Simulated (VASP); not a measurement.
# TiS2 in VASP: a series of runs

The runs below take TiS2 through single point, with r2SCAN.

Everything below comes from runs of VASP 6.6.1. Logs are shortened: lines on timing, memory, paths and dates and some standing lists are left out, and cuts for length are marked.

### Step 1. The cell of the first run

The cell holds a sheet with vacuum, 3 atoms: a = 3.400 Å, b = 3.400 Å, c = 16.860 Å, α = 90.00°, β = 90.00°, γ = 120.00°.

### Step 2. Single point, r2SCAN

File POSCAR:

```
TiS2
1.0
    3.4000000000      0.0000000000      0.0000000000
   -1.7000000000      2.9444863729      0.0000000000
    0.0000000000      0.0000000000     16.8600000000
S Ti
2 1
Direct
    0.3333330000      0.6666670000      0.4151838671
    0.6666670000      0.3333330000      0.5848161329
    0.0000000000      0.0000000000      0.5000000000
```

File INCAR.step1:

```
SYSTEM = TiS2
ALGO = Normal ; DIPOL = 0.5 0.5 0.500
EDIFF = 1E-5 ; ENCUT = 440
GGA = PE ; GGA_COMPAT = .FALSE.
IDIPOL = 3 ; ISMEAR = 0
LASPH = .TRUE. ; LCHARG = .FALSE.
LDIPOL = .TRUE. ; LREAL = .FALSE.
LWAVE = .TRUE. ; NBANDS = 19
NELM = 120 ; NELMDL = -8
PREC = Accurate ; SIGMA = 0.08
```

File INCAR.step2:

```
SYSTEM = TiS2
ALGO = Normal ; DIPOL = 0.5 0.5 0.500
EDIFF = 1E-6 ; ENCUT = 440
GGA_COMPAT = .FALSE. ; IDIPOL = 3
ISIF = 2 ; ISMEAR = 0
ISTART = 1 ; LASPH = .TRUE.
LCHARG = .FALSE. ; LDIPOL = .TRUE.
LMIXTAU = .TRUE. ; LREAL = .FALSE.
LWAVE = .FALSE. ; METAGGA = R2SCAN
NBANDS = 19 ; NELM = 120
PREC = Accurate ; SIGMA = 0.08
```

File KPOINTS:

```
k-points
0
G
  12 12 1
  0 0 0
```

Potentials or basis: VASP PAW PBE potentials, release 64 (S, Ti_sv).

Run with:

```sh
cat potpaw_PBE.64/S/POTCAR potpaw_PBE.64/Ti_sv/POTCAR > POTCAR
cp INCAR.step1 INCAR
mpirun -np 1 vasp_std > vasp.out
cp INCAR.step2 INCAR
mpirun -np 1 vasp_std > vasp.out
```

OUTCAR:

```text
SYSTEM = TiS2
   EDIFF = 1E-6
   ENCUT = 440
   ISIF = 2
   ISMEAR = 0
   ISTART = 1
   LASPH = .TRUE.
   LREAL = .FALSE.
   METAGGA = R2SCAN
   NELM = 120
   PREC = Accurate

 ion  position               nearest neighbor table
   1  0.333  0.667  0.415-   3 2.43   3 2.43   3 2.43
   2  0.667  0.333  0.585-   3 2.43   3 2.43   3 2.43
   3  0.000  0.000  0.500-   1 2.43   2 2.43   2 2.43   1 2.43   2 2.43   1 2.43

  LATTYP: Found a hexagonal cell.
 ALAT       =     3.4000000000
 C/A-ratio  =     4.9588235294

  Lattice vectors:

 A1 = (   3.4000000000,   0.0000000000,   0.0000000000)
 A2 = (  -1.7000000000,   2.9444863729,   0.0000000000)
 A3 = (   0.0000000000,   0.0000000000,  16.8600000000)

Analysis of symmetry for initial positions (statically):
=====================================================================
 Subroutine PRICEL returns:
 Original cell was already a primitive cell.

 Routine SETGRP: Setting up the symmetry group for a
 hexagonal supercell.

 Subroutine GETGRP returns: Found 12 space group operations
 (whereof 12 operations were pure point group operations)
 out of a pool of 24 trial point group operations.

The static configuration has the point symmetry D_3d.

Analysis of symmetry for dynamics (positions and initial velocities):
=====================================================================
 Subroutine PRICEL returns:
 Original cell was already a primitive cell.

 Routine SETGRP: Setting up the symmetry group for a
 hexagonal supercell.

 Subroutine GETGRP returns: Found 12 space group operations
 (whereof 12 operations were pure point group operations)
 out of a pool of 24 trial point group operations.

The dynamic configuration has the point symmetry D_3d.

 Subroutine INISYM returns: Found 12 space group operations
 (whereof 12 operations are pure point group operations),
 and found     1 'primitive' translations

----------------------------------------------------------------------------------------

                                     Primitive cell

  volume of cell :     168.7897

  direct lattice vectors                    reciprocal lattice vectors
     3.400000000  0.000000000  0.000000000     0.294117647  0.169808903  0.000000000
    -1.700000000  2.944486373  0.000000000     0.000000000  0.339617805  0.000000000
     0.000000000  0.000000000 16.860000000     0.000000000  0.000000000  0.059311981

  length of vectors
     3.400000000  3.400000000 16.860000000     0.339617805  0.339617805  0.059311981

  position of ions in fractional coordinates (direct lattice)
     0.333333000  0.666667000  0.415183867
     0.666667000  0.333333000  0.584816133
     0.000000000  0.000000000  0.500000000

  ion indices of the primitive-cell ions
   primitive index   ion index
                 1           1
                 2           2
                 3           3

----------------------------------------------------------------------------------------

 KPOINTS: k-points

Automatic generation of k-mesh.
 Grid dimensions read from file:
 generate k-points for:   12   12    1

 Generating k-lattice:

  Cartesian coordinates                     Fractional coordinates (reciprocal lattice)
     0.024509804  0.014150742  0.000000000     0.083333333  0.000000000  0.000000000
     0.000000000  0.028301484  0.000000000     0.000000000  0.083333333  0.000000000
     0.000000000  0.000000000  0.059311981     0.000000000  0.000000000  1.000000000

  Length of vectors
     0.028301484  0.028301484  0.059311981

  Shift w.r.t. Gamma in fractional coordinates (k-lattice)
     0.000000000  0.000000000  0.000000000

 Subroutine IBZKPT returns following result:
 ===========================================

 Found     19 irreducible k-points:

 Following reciprocal coordinates:
            Coordinates               Weight
  0.000000  0.000000  0.000000      1.000000
  0.083333 -0.000000  0.000000      6.000000
  0.166667 -0.000000  0.000000      6.000000
  0.250000 -0.000000  0.000000      6.000000
  0.333333  0.000000  0.000000      6.000000
  0.416667  0.000000  0.000000      6.000000
[... 11 lines left out ...]
  0.333333  0.250000  0.000000     12.000000
  0.333333  0.333333  0.000000      2.000000
   k-points           NKPTS =     19   k-points in BZ     NKDIM =     19   number of bands    NBANDS=     19
   number of dos      NEDOS =    301   number of ions     NIONS =      3
   total plane-waves  NPLWV =  69120
   dimension x,y,z NGX =    24 NGY =   24 NGZ =  120
   dimension x,y,z NGXF=    48 NGYF=   48 NGZF=  240
   ions per type =               2   1
   NGX,Y,Z   is equivalent  to a cutoff of  11.74, 11.74, 11.83 a.u.
   NGXF,Y,Z  is equivalent  to a cutoff of  23.47, 23.47, 23.66 a.u.
 SYSTEM =  TiS2
   PREC   = accura    normal or accurate (medium, high low for compatibility)
   ISTART =      1    job   : 0-new  1-cont  2-samecut
   ICHARG =      0    charge: 1-file 2-atom 10-const
   ISPIN  =      1    spin polarized calculation?
   LNONCOLLINEAR =      F non collinear calculations
   LSORBIT =      F    spin-orbit coupling
   LASPH  =      T    aspherical Exc in radial PAW
   ENCUT  =  440.0 eV  32.34 Ry    5.69 a.u.   5.82  5.82 28.84*2*pi/ulx,y,z
   NELM   =    120;   NELMIN=  2; NELMDL=  0     # of ELM steps
   EDIFF  = 0.1E-05   stopping-criterion for ELM
   LREAL  =      F    real-space projection
   EDIFFG = 0.1E-04   stopping-criterion for IOM
   NSW    =      0    number of steps for IOM
   IBRION =     -1    ionic relax: 0-MD 1-quasi-New 2-CG
   NFREE  =      0    steps in history (QN), initial steepest desc. (CG)
   ISIF   =      2    stress and relaxation
   ISYM   =      2    0-nonsym 1-usesym 2-fastsym
   POTIM  = 0.5000    time-step for ionic-motion
   TEBEG  =    0.0;   TEEND  =   0.0 temperature during run
   PSTRESS=    0.0 pullay stress
   NELECT =      24.0000    total number of electrons
   NUPDOWN=      -1.0000    fix difference up-down
   EMIN   =  10.00;   EMAX   =-10.00  energy-range for DOS
   EFERMI =   0.00;   METHOD = LEGACY
   ISMEAR =     0;   SIGMA  =   0.08  broadening in eV -4-tet -1-fermi 0-gaus
   EFERMI_NEDOS =   21; number of points for ismear=-14 and -15
   IALGO  =     38    algorithm
   IMIX   =      4    mixing-type and parameters
     AMIX     =   0.40;   BMIX     =  1.00
     AMIX_MAG =   1.60;   BMIX_MAG =  1.00
  volume/ion in A,a.u.               =      56.26       379.68
  Fermi-wavevector in a.u.,A,eV,Ry     =   0.854470  1.614713  9.933860  0.730118
  Thomas-Fermi vector in A             =   1.971071
   LORBIT       =      0    0 simple, 1 ext, 2 COOP (PROOUT), +10 PAW based schemes
   METAGGA = R2SCAN    functional components
   LHFCALC =     F    Hartree Fock is set to
   AEXX    =    0.0000 exact exchange contribution
   IVDW    =     0    specifies the selected vdW correction
   LEPSILON=     F    determine dielectric tensor
   LRPA    =     F    only Hartree local field effects (RPA)
 non-spin polarized calculation
 Gauss-broadening in eV      SIGMA  =   0.08
  energy-cutoff  :      440.00
  volume of cell :      168.79
 maximum number of plane-waves:      3550
 NGX is ok and might be reduce to    24
   NGX = 11   NGY = 11   NGZ = 57

 number of electron      23.9999997 magnetization

 dipolmoment           0.000000      0.000000     -0.000000 electrons x Angstroem

 Free energy of the ion-electron system (eV)
  ---------------------------------------------------
  ext. energy  EPLUGINS =         0.00000000
  ---------------------------------------------------
  free energy    TOTEN  =       -33.41912140 eV

  energy without entropy =      -33.41889743  energy(sigma->0) =      -33.41900942

 E-fermi :  -2.0569     XC(G=0):  -4.0078

 val. band max:       -2.1639526873   @ k =   0.0000   0.0000   0.0000
 cond. band min:      -1.9366521599   @ k =   0.5000  -0.0000   0.0000
 fundamental gap:      0.2273005274
 Fermi energy:        -2.0569216549

 k-point     1 :       0.0000    0.0000    0.0000
  band No.  band energies     occupation
      1     -62.2835      2.00000
      2     -37.4594      2.00000
      3     -37.4116      2.00000
      4     -37.4116      2.00000
      5     -16.3304      2.00000
      6     -15.0929      2.00000
[... 11 lines left out ...]
     18       3.6829      0.00000
     19       4.1005      0.00000

 k-point     2 :       0.0833   -0.0000    0.0000
  band No.  band energies     occupation
      1     -62.2826      2.00000
      2     -37.4575      2.00000
      3     -37.4207      2.00000
      4     -37.4137      2.00000
      5     -16.2468      2.00000
      6     -15.0654      2.00000
[... 11 lines left out ...]
     18       3.8202      0.00000
     19       4.2280      0.00000

 k-point     3 :       0.1667   -0.0000    0.0000
  band No.  band energies     occupation
      1     -62.2803      2.00000
      2     -37.4526      2.00000
      3     -37.4454      2.00000
      4     -37.4193      2.00000
      5     -16.0080      2.00000
      6     -14.9887      2.00000
[... 11 lines left out ...]
     18       4.1961      0.00000
     19       4.5801      0.00000

 k-point     4 :       0.2500   -0.0000    0.0000
  band No.  band energies     occupation
      1     -62.2771      2.00000
      2     -37.4794      2.00000
      3     -37.4453      2.00000
      4     -37.4270      2.00000
      5     -15.6524      2.00000
      6     -14.8802      2.00000
[... 297 lines left out ...]
     18       5.9091      0.00000
     19       6.1189      0.00000

 k-point    18 :       0.3333    0.2500    0.0000
  band No.  band energies     occupation
      1     -62.2696      2.00000
      2     -37.5213      2.00000
      3     -37.4823      2.00000
      4     -37.4290      2.00000
      5     -14.6394      2.00000
      6     -14.5870      2.00000
[... 11 lines left out ...]
     18       5.9667      0.00000
     19       6.2617      0.00000

 k-point    19 :       0.3333    0.3333    0.0000
  band No.  band energies     occupation
      1     -62.2691      2.00000
      2     -37.5046      2.00000
      3     -37.5046      2.00000
      4     -37.4281      2.00000
      5     -14.5717      2.00000
      6     -14.5717      2.00000
[... 11 lines left out ...]
     18       6.0219      0.00000
     19       6.7049      0.00000

------------------------ aborting loop because EDIFF is reached ----------------------------------------

 vacuum level on the upper side and lower side of the slab       (xc-potential included)         0.057         0.057

  FORCE on cell =-STRESS in cart. coord.  units (eV):
  Direction    XX          YY          ZZ          XY          YZ          ZX
  --------------------------------------------------------------------------------------
  -------------------------------------------------------------------------------------
  Total        0.1768837      0.1768837     -0.7258620     -0.0000000      0.0000000      0.0000000
  in kB        1.6790062      1.6790062     -6.8899899     -0.0000000      0.0000000      0.0000000
  external PRESSURE =      -1.1773258 kB  Pullay stress =       0.0000000 kB

 VOLUME and BASIS-vectors are now :
 -----------------------------------------------------------------------------
  energy-cutoff  :      440.00
  volume of cell :      168.79
      direct lattice vectors                 reciprocal lattice vectors
     3.400000000  0.000000000  0.000000000     0.294117647  0.169808903  0.000000000
    -1.700000000  2.944486373  0.000000000     0.000000000  0.339617805  0.000000000
     0.000000000  0.000000000 16.860000000     0.000000000  0.000000000  0.059311981

 POSITION                                       TOTAL-FORCE (eV/Angst)
 -----------------------------------------------------------------------------------
     -0.00000      1.96299      7.00000         0.000000     -0.000000      0.231652
      1.70000      0.98149      9.86000        -0.000000      0.000000     -0.231652
      0.00000      0.00000      8.43000        -0.000000      0.000000      0.000000
 -----------------------------------------------------------------------------------
    total drift:                                0.000000     -0.000000      0.000000

  FREE ENERGIE OF THE ION-ELECTRON SYSTEM (eV)
  ---------------------------------------------------
  free  energy   TOTEN  =       -33.4191214016 eV

  energy  without entropy=      -33.4188974309  energy(sigma->0) =      -33.41900942

 vacuum level on the upper side and lower side of the slab         3.893         3.893
```

Wall time 7.2 min (1 thread of Intel Xeon 8259CL, shared host); peak memory 0.3 GiB.

Results:

```yaml
Free_energy: -33.4191 eV
Largest_force: 0.232 eV/Å
Band_gap_on_the_k_mesh: 0.23 eV (least direct gap 0.63 eV)
```

Forces in eV/Å, atoms in the order of the input:
```
S    0.000  0.000  0.232
S    0.000  0.000 -0.232
Ti   0.000  0.000  0.000
```

Caveat: the PAW data sets were made with another functional, which shifts forces and pressure a little.

### Step 3. Single point, r2SCAN

This run uses another cell than the first one.

File POSCAR:

```
TiS2
1.0
    3.4254637076      0.0000000000      0.0000000000
   -1.7127318538      2.9665385905      0.0000000000
    0.0000000000      0.0000000000     29.5200000028
S Ti
2 1
Direct
    0.3333333333      0.6666666667      0.2380896098
    0.6666666667      0.3333333333      0.3330486016
    0.0000000000      0.0000000000      0.2855691057
```

File INCAR.step1:

```
PREC     = Accurate       # precision mode
ENCUT    = 440            # plane-wave cutoff, eV
ISMEAR   = 0              # smearing method
SIGMA    = 0.08           # smearing width, eV
LREAL    = F              # projectors in reciprocal space
LASPH    = T              # aspherical terms in the spheres
NELM     = 120            # most SCF steps
LDIPOL   = T            
IDIPOL   = 3            
DIPOL    = 0.5 0.5 0.286
NBANDS   = 19             # bands
GGA      = PE             # functional
ALGO     = Normal         # electronic algorithm
EDIFF    = 1E-5           # SCF threshold, eV
LWAVE    = T              # write WAVECAR
LCHARG   = F              # write CHGCAR
GGA_COMPAT= F            
NELMDL   = -8
```

File INCAR.step2:

```
PREC     = Accurate       # precision mode
ENCUT    = 440            # plane-wave cutoff, eV
EDIFF    = 1E-6           # SCF threshold, eV
ISMEAR   = 0              # smearing method
SIGMA    = 0.08           # smearing width, eV
LREAL    = F              # projectors in reciprocal space
LASPH    = T              # aspherical terms in the spheres
NELM     = 120            # most SCF steps
ALGO     = Normal         # electronic algorithm
ISIF     = 2              # what is computed and relaxed
LWAVE    = F              # write WAVECAR
LCHARG   = T              # write CHGCAR
LDIPOL   = T            
IDIPOL   = 3            
DIPOL    = 0.5 0.5 0.286
METAGGA  = R2SCAN         # meta-GGA
LMIXTAU  = T            
LELF     = T              # ELF
LVHAR    = T            
LVACPOTAV= T            
NBANDS   = 19             # bands
ISTART   = 1            
GGA_COMPAT= F
```

File KPOINTS:

```
regular mesh
0
Gamma
  12 12 1
```

Potentials or basis: VASP PAW PBE potentials, release 64 (S, Ti_sv).

Run with:

```sh
cat potpaw_PBE.64/S/POTCAR potpaw_PBE.64/Ti_sv/POTCAR > POTCAR
cp INCAR.step1 INCAR
mpirun -np 1 vasp_std > vasp.out
cp INCAR.step2 INCAR
mpirun -np 1 vasp_std > vasp.out
```

It took 13 min on 1 thread of Intel Xeon 8259CL, shared host; peak memory 0.42 GiB.

Results (log left out):

```
Free energy            : -33.4273 eV
Largest force          : 0.011 eV/Å
Band gap on the k mesh : 0.36 eV (least direct gap 0.67 eV)
```

Forces on the atoms (eV/Å):
```
S    0.000  0.000 -0.011
S    0.000  0.000  0.011
Ti   0.000  0.000  0.000
```

Levels at points of the mesh, in eV from the valence-band top:
```csv
k point,band 8,band 9,band 10,band 11,band 12,band 13,band 14,band 15,band 16,band 17
"(0.00, 0.00, 0.00)",-2.96,-2.96,-1.35,0.00,0.00,0.67,0.67,1.45,3.89,3.89
"(0.50, 0.00, 0.00)",-4.12,-2.87,-2.86,-1.94,-1.49,0.37,1.73,2.14,3.84,4.24
```

Caveat: the PAW data sets were made with another functional, which shifts forces and pressure a little.
